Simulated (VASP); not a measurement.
# SrHfBr6 in VASP: a series of runs, part 2 of 2

VASP 6.6.1.

### Step 3. Single point, PBEsol

INCAR reads:

```
SYSTEM = SrHfBr6
  PREC = Accurate
  ENCUT = 520
  EDIFF = 1E-7
  ISMEAR = -1
  SIGMA = 0.05
  LREAL = .FALSE.
  LASPH = .TRUE.
  NELM = 100
  ALGO = Normal
  ISIF = 2
  LWAVE = .FALSE.
  LCHARG = .TRUE.
  GGA = PS
  LELF = .TRUE.
  LVHAR = .TRUE.
  NBANDS = 41
```

KPOINTS reads:

```
regular mesh
0
G
  4 4 4
  0 0 0
```

POSCAR reads:

```
SrHfBr6
1.0
    6.8702376366      0.0917505870     -0.0812525968
    3.3619078584      6.0230782113      0.1170033244
    0.0014811309      3.8186831174      6.4548957588
Sr Hf Br
1 1 6
Direct
   -0.0016270770      0.0051599334      0.0046098453
    0.4982457827      0.0051922093      0.5045395485
    0.7145704553      0.8386774061      0.2710605721
    0.2815791132      0.1721879497      0.7376731690
    0.5477140666      0.5555095346      0.7370325182
    0.4489944038      0.4547604192      0.2719047109
    0.0952757444      0.1899240946      0.2712055456
    0.9010289852      0.8202749960      0.7382703456
```

Potentials or basis: VASP PAW PBE potentials, release 64 (Sr_sv, Hf_pv, Br).

The run is started by

```console
cat potpaw_PBE.64/Sr_sv/POTCAR potpaw_PBE.64/Hf_pv/POTCAR potpaw_PBE.64/Br/POTCAR > POTCAR
mpirun -np 1 vasp_std > vasp.out
```

OUTCAR:

```text
SYSTEM = SrHfBr6
   PREC = Accurate
   ENCUT = 520
   EDIFF = 1E-7
   ISMEAR = -1
   LREAL = .FALSE.
   LASPH = .TRUE.
   NELM = 100
   ISIF = 2
   GGA = PS

 ion  position               nearest neighbor table
   1  0.998  0.005  0.005-   7 3.04   8 3.04   4 3.04   3 3.04   6 3.04   5 3.04
   2  0.498  0.005  0.505-   8 2.60   7 2.60   5 2.60   3 2.60   4 2.60   6 2.60
   3  0.715  0.839  0.271-   2 2.60   1 3.04
   4  0.282  0.172  0.738-   2 2.60   1 3.04
   5  0.548  0.556  0.737-   2 2.60   1 3.04
   6  0.449  0.455  0.272-   2 2.60   1 3.04
   7  0.095  0.190  0.271-   2 2.60   1 3.04
   8  0.901  0.820  0.738-   2 2.60   1 3.04

[... 1271 lines left out ...]
  Total       -0.1449215     -0.2021210     -0.1859506      0.0160797      0.0274881      0.0274347
  in kB       -0.8896151     -1.2407402     -1.1414765      0.0987070      0.1687387      0.1684104
  external PRESSURE =      -1.0906106 kB  Pullay stress =       0.0000000 kB

 VOLUME and BASIS-vectors are now :
 -----------------------------------------------------------------------------
  energy-cutoff  :      520.00
  volume of cell :      261.00
      direct lattice vectors                 reciprocal lattice vectors
     6.870237637  0.091750587 -0.081252597     0.147247071 -0.083143904  0.049153718
     3.361907858  6.023078211  0.117003324    -0.003457920  0.169910810 -0.100517567
     0.001481131  3.818683117  6.454895759     0.001916188 -0.004126447  0.157361915

 POSITION                                       TOTAL-FORCE (eV/Angst)
 -----------------------------------------------------------------------------------
      6.87641      0.14028     -0.05076         0.000078      0.000034     -0.000215
      3.44127      2.00366      3.21687        -0.000532      0.000704     -0.000117
      7.72923      6.15208      1.78974        -0.026677      0.030801      0.035541
      2.51449      3.87988      4.75887         0.027122     -0.031684     -0.034421
      5.63159      6.21062      4.77796         0.014755      0.041233     -0.031987
      4.61396      3.81857      1.77184        -0.016108     -0.040773      0.032796
      1.29348      2.18832      1.76508         0.045764      0.005243      0.033051
      8.94907      7.84247      4.78822        -0.044402     -0.005560     -0.034648
 -----------------------------------------------------------------------------------
    total drift:                                0.000074     -0.000178      0.000196

  FREE ENERGIE OF THE ION-ELECTRON SYSTEM (eV)
  ---------------------------------------------------
  free  energy   TOTEN  =       -36.5140415039 eV

  energy  without entropy=      -36.5140415039  energy(sigma->0) =      -36.51404150
```

OSZICAR:

```text
N       E                     dE             d eps       ncg     rms          rms(c)
DAV:   1     0.416347574675E+03    0.41635E+03   -0.27640E+04  3024   0.131E+03
DAV:   2    -0.124355173303E+01   -0.41759E+03   -0.40310E+03  3830   0.264E+02
DAV:   3    -0.375505046031E+02   -0.36307E+02   -0.36056E+02  4023   0.735E+01
DAV:   4    -0.383805324633E+02   -0.83003E+00   -0.82766E+00  4416   0.113E+01
DAV:   5    -0.383969619540E+02   -0.16429E-01   -0.16423E-01  4264   0.131E+00    0.464E+01
DAV:   6    -0.365862977336E+02    0.18107E+01   -0.35422E+00  3480   0.688E+00    0.341E+01
DAV:   7    -0.365673804162E+02    0.18917E-01   -0.14351E+00  3783   0.526E+00    0.557E+00
DAV:   8    -0.365160886636E+02    0.51292E-01   -0.19892E-01  3559   0.202E+00    0.213E+00
DAV:   9    -0.365138620054E+02    0.22267E-02   -0.34651E-02  3552   0.789E-01    0.109E+00
DAV:  10    -0.365138671053E+02   -0.50999E-05   -0.36897E-03  3792   0.235E-01    0.441E-01
DAV:  11    -0.365140194413E+02   -0.15234E-03   -0.25653E-04  3928   0.746E-02    0.926E-02
DAV:  12    -0.365140279082E+02   -0.84669E-05   -0.71850E-05  3904   0.342E-02    0.212E-02
DAV:  13    -0.365140414335E+02   -0.13525E-04   -0.24291E-05  3936   0.201E-02    0.809E-03
DAV:  14    -0.365140414301E+02    0.33847E-08   -0.10576E-06  4392   0.423E-03    0.835E-03
DAV:  15    -0.365140415039E+02   -0.73805E-07   -0.35746E-07  3328   0.239E-03
   1 F= -.36514042E+02 E0= -.36514042E+02  d E =-.336532E-10
```

It took 7.6 min on 1 thread of Intel Xeon Platinum 8488C (Sapphire Rapids), shared host; peak memory 0.6 GiB.

Results:

```yaml
Free_energy: -36.5140 eV
Pressure: -0.1 GPa
Largest_force: 0.057 eV/Å
Band_gap_on_the_k_mesh: 3.13 eV (least direct gap 3.19 eV)
```

Forces in eV/Å, atoms in the order of the input:
```
Sr   0.000  0.000  0.000
Hf  -0.001  0.001  0.000
Br  -0.027  0.031  0.036
Br   0.027 -0.032 -0.034
Br   0.015  0.041 -0.032
Br  -0.016 -0.041  0.033
Br   0.046  0.005  0.033
Br  -0.044 -0.006 -0.035
```

Caveat: the PAW data sets were made with another functional, which shifts forces and pressure a little; spin-orbit coupling is left out, which moves the levels of the heavy elements. A k mesh can miss the band edges.
